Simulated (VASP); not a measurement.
Crystal: HgS.

```xyz
2
Lattice="0.0000 2.9290 2.9290 2.9290 0.0000 2.9290 2.9290 2.9290 0.0000" Properties=species:S:1:pos:R:3 pbc="T T T"
Hg    0.0000    0.0000    0.0000
S     4.3935    4.3935    4.3935
```

Base run:

```yaml
Program: VASP 6.6.1
Functional: RPBE
Potentials_or_basis: VASP PAW PBE potentials, release 64 (Hg, S)
Cutoff: 500 eV
k_mesh: 8 × 8 × 8
Occupations: gaussian, width 0.05 eV
Spin: no spin polarisation
```

Its results: band gap on the k mesh zero (filled and empty bands touch); pressure 6.5 GPa.

The run is repeated on the same cell with these changes: functional from RPBE to PBEsol. What comes out?

Band gap on the k mesh zero (filled and empty bands touch); pressure 0.9 GPa.

PBEsol binds more tightly than RPBE, so the same cell stands under less pressure.

Caveats: the PAW data sets were made with another functional, which shifts forces and pressure a little; spin-orbit coupling is left out, which moves the levels of the heavy elements.
